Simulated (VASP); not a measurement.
Wanted: the native input for a VASP 6.6.1 run.

```
Task                   : single point
Functional             : PBEsol
Potentials or basis    : VASP PAW PBE potentials, release 64 (Hf_pv, B)
Cutoff                 : 520 eV
k mesh                 : 18 × 18 × 18
Occupations            : gaussian, width 0.15 eV
Spin                   : no spin polarisation
Dipole correction      : no
Further INCAR settings : ALGO = Normal; EDIFF = 1e-06; NBANDS = 14
```

The structure of HfB lies in POSCAR:

```
HfB
1.0
    0.0000000000      2.3186625000      2.3186625000
    2.3100000000      0.0086625000      2.3100000000
    2.3100000000      2.3100000000      0.0086625000
Hf B
1 1
Direct
    0.5000000000      0.5000000000      0.5000000000
    0.0000000000      0.0000000000      0.0000000000
```

This cell differs from its parent crystal: strain +0.0075 x Voigt [0, 0, 0, 1, 0, 0].

The input as run:

INCAR

```
SYSTEM = HfB
PREC = Accurate
ENCUT = 520
EDIFF = 1E-6
ISMEAR = 0
SIGMA = 0.15
LREAL = .FALSE.
LASPH = .TRUE.
NELM = 100
ALGO = Normal
ISIF = 2
LWAVE = .FALSE.
LCHARG = .FALSE.
GGA = PS
NBANDS = 14
```

KPOINTS

```
Automatic mesh
0
G
  18 18 18
  0 0 0
```

Potentials or basis: VASP PAW PBE potentials, release 64 (Hf_pv, B).

Command:

```bash
$ cat potpaw_PBE.64/Hf_pv/POTCAR potpaw_PBE.64/B/POTCAR > POTCAR
$ mpirun -np 1 vasp_std > vasp.out
```

Results of the run:

The pressure is 24.6 GPa. The band gap on the k mesh is zero (an odd number of electrons rules out a gap without spin polarisation).

Caveat: the cell differs from its parent crystal (strain +0.0075 x Voigt [0, 0, 0, 1, 0, 0]); the cell stands under pressure; the PAW data sets were made with another functional, which shifts forces and pressure a little; spin-orbit coupling is left out, which moves the levels of the heavy elements.

Run time: 3.2 min on 1 thread of Intel Xeon 8259CL, with other jobs on the host, peak memory 0.41 GiB.
